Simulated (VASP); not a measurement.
# KBr (R-3m) in VASP: notebook

KBr is run at these levels: LDA; tasks: relaxation of the atoms.

Everything below comes from runs of VASP 6.6.1. Logs are shortened: lines on timing, memory, paths and dates and some standing lists are left out, and cuts for length are marked.

### 1 The cell of the first run

Symmetry: R-3m, No. 166, trigonal system. The conventional cell has a = 4.519 Å, b = 4.519 Å, c = 10.987 Å, α = 90.00°, β = 90.00°, γ = 120.00°. K (site symmetry -3m) has 6 Br at 3.19 Å within 4.2 Å. Within 4.2 Å of Br (site symmetry -3m) lie 6 K at 3.19 Å.

### 2 Relaxation of the atoms, LDA (equal xy, yz and zx engineering shears of -0.5 %)

The input, INCAR:

```
SYSTEM = KBr
  PREC = Accurate
  ENCUT = 520
  EDIFF = 1E-6
  ISMEAR = 0
  SIGMA = 0.01
  LREAL = .FALSE.
  LASPH = .TRUE.
  NELM = 60
  ALGO = Normal
  ISIF = 2
  LWAVE = .FALSE.
  LCHARG = .FALSE.
  IBRION = 2
  NSW = 50
  EDIFFG = -0.002
```

The input, KPOINTS:

```
regular mesh
0
G
  6 6 6
  0 0 0
```

The input, POSCAR:

```
KBr
1.0
   -0.0159377666      3.1795844290      3.1795844290
    3.1795844290     -0.0159377666      3.1795844290
    3.1795844290      3.1795844290     -0.0159377666
K Br
1 1
Direct
    0.0000000000      0.0000000000      0.0000000000
    0.5000000000      0.5000000000      0.5000000000
```

Potentials or basis: VASP PAW LDA potentials, release 64 (K_sv, Br).

Started as:

```console
> cat potpaw_LDA.64/K_sv/POTCAR potpaw_LDA.64/Br/POTCAR > POTCAR
> mpirun -np 1 vasp_std > vasp.out
```

OUTCAR:

```text
SYSTEM = KBr
   PREC = Accurate
   ENCUT = 520
   EDIFF = 1E-6
   ISMEAR = 0
   LREAL = .FALSE.
   LASPH = .TRUE.
   NELM = 60
   ISIF = 2
   IBRION = 2
   NSW = 50
   EDIFFG = -0.002

 ion  position               nearest neighbor table
   1  0.000  0.000  0.000-   2 3.19   2 3.19   2 3.19   2 3.19   2 3.19   2 3.19
   2  0.500  0.500  0.500-   1 3.19   1 3.19   1 3.19   1 3.19   1 3.19   1 3.19

  LATTYP: Found a trigonal (rhomboedric) cell.
 ALAT       =     4.4966396670
 COS(alpha) =     0.4949812503

  Lattice vectors:

 A1 = (  -0.0159377666,   3.1795844290,   3.1795844290)
 A2 = (   3.1795844290,  -0.0159377666,   3.1795844290)
 A3 = (   3.1795844290,   3.1795844290,  -0.0159377666)

Analysis of symmetry for initial positions (statically):
=====================================================================
 Subroutine PRICEL returns:
 Original cell was already a primitive cell.

 Routine SETGRP: Setting up the symmetry group for a
 trigonal (rhombohedral) supercell.

 Subroutine GETGRP returns: Found 12 space group operations
 (whereof 12 operations were pure point group operations)
 out of a pool of 12 trial point group operations.

The static configuration has the point symmetry D_3d.

Analysis of symmetry for dynamics (positions and initial velocities):
=====================================================================
 Subroutine PRICEL returns:
 Original cell was already a primitive cell.

 Routine SETGRP: Setting up the symmetry group for a
 trigonal (rhombohedral) supercell.

 Subroutine GETGRP returns: Found 12 space group operations
 (whereof 12 operations were pure point group operations)
 out of a pool of 12 trial point group operations.

The dynamic configuration has the point symmetry D_3d.

 Subroutine INISYM returns: Found 12 space group operations
 (whereof 12 operations are pure point group operations),
 and found     1 'primitive' translations

----------------------------------------------------------------------------------------

                                     Primitive cell

  volume of cell :      64.7730

  direct lattice vectors                    reciprocal lattice vectors
    -0.015937767  3.179584429  3.179584429    -0.156075811  0.156862087  0.156862087
     3.179584429 -0.015937767  3.179584429     0.156862087 -0.156075811  0.156862087
     3.179584429  3.179584429 -0.015937767     0.156862087  0.156862087 -0.156075811

  length of vectors
[... 93 lines left out ...]
   NELECT =      16.0000    total number of electrons
   NUPDOWN=      -1.0000    fix difference up-down
   EMIN   =  10.00;   EMAX   =-10.00  energy-range for DOS
   EFERMI =   0.00;   METHOD = LEGACY
   ISMEAR =     0;   SIGMA  =   0.01  broadening in eV -4-tet -1-fermi 0-gaus
   EFERMI_NEDOS =   21; number of points for ismear=-14 and -15
   IALGO  =     38    algorithm
   IMIX   =      4    mixing-type and parameters
     AMIX     =   0.40;   BMIX     =  1.00
     AMIX_MAG =   1.60;   BMIX_MAG =  1.00
  volume/ion in A,a.u.               =      32.39       218.55
  Fermi-wavevector in a.u.,A,eV,Ry     =   1.027188  1.941105 14.355724  1.055116
  Thomas-Fermi vector in A             =   2.161120
   LORBIT       =      0    0 simple, 1 ext, 2 COOP (PROOUT), +10 PAW based schemes
   GGA     = CA    functional components
   LHFCALC =     F    Hartree Fock is set to
   AEXX    =    0.0000 exact exchange contribution
   IVDW    =     0    specifies the selected vdW correction
   LEPSILON=     F    determine dielectric tensor
   LRPA    =     F    only Hartree local field effects (RPA)
 conjugate gradient relaxation of ions
 non-spin polarized calculation
 Gauss-broadening in eV      SIGMA  =   0.01
  energy-cutoff  :      520.00
  volume of cell :       64.77
 maximum number of plane-waves:      1795
 NGX is ok and might be reduce to    36
   NGX = 17   NGY = 17   NGZ = 17

 number of electron      16.0000000 magnetization

 Free energy of the ion-electron system (eV)
  ---------------------------------------------------
  ext. energy  EPLUGINS =         0.00000000
  ---------------------------------------------------
  free energy    TOTEN  =        -6.83455000 eV

  energy without entropy =       -6.83455000  energy(sigma->0) =       -6.83455000

 E-fermi :  -1.3977     XC(G=0):  -8.3101

 val. band max:       -1.4408457515   @ k =   0.0000   0.0000   0.0000
 cond. band min:       2.8710335278   @ k =   0.0000   0.0000   0.0000
 fundamental gap:      4.3118792793
 Fermi energy:        -1.3977093484

 k-point     1 :       0.0000    0.0000    0.0000
  band No.  band energies     occupation
      1     -28.6664      2.00000
      2     -13.9186      2.00000
      3     -12.3917      2.00000
      4     -12.3917      2.00000
      5     -12.3910      2.00000
      6      -1.4589      2.00000
      7      -1.4589      2.00000
      8      -1.4408      2.00000
      9       2.8710      0.00000
     10       5.8644      0.00000
     11       5.8644      0.00000
     12       5.9312      0.00000
[... 331 lines left out ...]
 k-point    24 :      -0.3333    0.5000    0.1667
  band No.  band energies     occupation
      1     -28.6521      2.00000
      2     -13.8726      2.00000
      3     -12.5210      2.00000
      4     -12.4743      2.00000
      5     -12.3195      2.00000
      6      -2.2988      2.00000
      7      -2.0590      2.00000
      8      -1.9923      2.00000
      9       4.8135      0.00000
     10       6.5795      0.00000
     11       6.7990      0.00000
     12       7.9394      0.00000

 [... further k-points ...]

------------------------ aborting loop because EDIFF is reached ----------------------------------------

  FORCE on cell =-STRESS in cart. coord.  units (eV):
  Direction    XX          YY          ZZ          XY          YZ          ZX
  --------------------------------------------------------------------------------------
  -------------------------------------------------------------------------------------
  Total        0.0228384      0.0228384      0.0228384      0.0099000      0.0099000      0.0099000
  in kB        0.5649128      0.5649128      0.5649128      0.2448797      0.2448797      0.2448797
  external PRESSURE =       0.5649128 kB  Pullay stress =       0.0000000 kB

 VOLUME and BASIS-vectors are now :
 -----------------------------------------------------------------------------
  energy-cutoff  :      520.00
  volume of cell :       64.77
      direct lattice vectors                 reciprocal lattice vectors
    -0.015937767  3.179584429  3.179584429    -0.156075811  0.156862087  0.156862087
     3.179584429 -0.015937767  3.179584429     0.156862087 -0.156075811  0.156862087
     3.179584429  3.179584429 -0.015937767     0.156862087  0.156862087 -0.156075811

 POSITION                                       TOTAL-FORCE (eV/Angst)
 -----------------------------------------------------------------------------------
      0.00000      0.00000      0.00000        -0.000000      0.000000     -0.000000
      3.17162      3.17162      3.17162         0.000000     -0.000000      0.000000
 -----------------------------------------------------------------------------------
    total drift:                                0.000000      0.000000      0.000000

  FREE ENERGIE OF THE ION-ELECTRON SYSTEM (eV)
  ---------------------------------------------------
  free  energy   TOTEN  =        -6.8345500006 eV

  energy  without entropy=       -6.8345500006  energy(sigma->0) =       -6.83455000

 reached required accuracy - stopping structural energy minimisation
```

CONTCAR:

```text
KBr
   1.00000000000000
    -0.0159377666000000    3.1795844290000002    3.1795844290000002
     3.1795844290000002   -0.0159377666000000    3.1795844290000002
     3.1795844290000002    3.1795844290000002   -0.0159377666000000
  K               Br
     1     1
Direct
     0.0000000000000000    0.0000000000000000    0.0000000000000000
     0.5000000000000000    0.5000000000000000    0.5000000000000000

  0.00000000E+00  0.00000000E+00  0.00000000E+00
  0.00000000E+00  0.00000000E+00  0.00000000E+00
```

Run time: 43 s. Hardware: 1 thread of AMD EPYC, shared host; peak memory 0.15 GiB.

What came out:

| Quantity | Value |
| --- | --- |
| Free energy | -6.8346 eV |
| Pressure after relaxing | 0.1 GPa |
| Band gap on the k mesh | 4.31 eV |

Final structure:
```
CELL_PARAMETERS angstrom
-0.01594 3.17958 3.17958
3.17958 -0.01594 3.17958
3.17958 3.17958 -0.01594
ATOMIC_POSITIONS crystal
K 0.00000 0.00000 0.00000
Br 0.50000 0.50000 0.50000
```

Caveat: the cell differs from its parent crystal (equal xy, yz and zx engineering shears of -0.5 %); the relaxation stopped at its first step, so nothing moved.

### 3 Relaxation of the atoms, LDA (equal xy, yz and zx engineering shears of +0.5 %)

The input, INCAR:

```
  PREC = Accurate
  ENCUT = 520
  EDIFF = 1E-7
  ISMEAR = 0
  SIGMA = 0.01
  LREAL = False
  LASPH = True
  NELM = 100
  ALGO = Normal
  ISIF = 2
  LWAVE = False
  LCHARG = False
  IBRION = 2
  NSW = 50
  EDIFFG = -0.002
```

The input, KPOINTS:

```
Automatic mesh
0
Gamma
  6 6 6
```

The input, POSCAR:

```
KBr
1.0
    0.0159377666      3.1955221956      3.1955221956
    3.1955221956      0.0159377666      3.1955221956
    3.1955221956      3.1955221956      0.0159377666
K Br
1 1
Direct
    0.0000000000      0.0000000000      0.0000000000
    0.5000000000      0.5000000000      0.5000000000
```

Potentials or basis: VASP PAW LDA potentials, release 64 (K_sv, Br).

Started as:

```console
> cat potpaw_LDA.64/K_sv/POTCAR potpaw_LDA.64/Br/POTCAR > POTCAR
> mpirun -np 1 vasp_std > vasp.out
```

Wall time 48 s (1 thread of AMD EPYC, shared host); peak memory 0.15 GiB.

Results (log left out):

```
Free energy             : -6.8345 eV
Pressure after relaxing : 0.1 GPa
Band gap on the k mesh  : 4.32 eV
```

Final structure:
```
K Br
1.0
     0.01594    3.19552    3.19552
     3.19552    0.01594    3.19552
     3.19552    3.19552    0.01594
K Br
1 1
Direct
  0.00000 0.00000 0.00000
  0.50000 0.50000 0.50000
```

Levels at points of the mesh, in eV from the valence-band top:
| k point | band 6 | band 7 | band 8 | band 9 | band 10 | band 11 |
| --- | --- | --- | --- | --- | --- | --- |
| (0.00, 0.00, 0.00) | -0.02 | 0.00 | 0.00 | 4.32 | 7.29 | 7.36 |
| (0.50, 0.00, 0.00) | -1.49 | -0.47 | -0.45 | 6.46 | 8.30 | 9.76 |
| (0.50, 0.50, 0.00) | -0.97 | -0.35 | -0.33 | 5.40 | 7.24 | 9.35 |
| (0.50, 0.50, 0.50) | -1.49 | -0.44 | -0.44 | 6.46 | 8.27 | 9.76 |

Caveat: the cell differs from its parent crystal (equal xy, yz and zx engineering shears of +0.5 %); the relaxation stopped at its first step, so nothing moved.
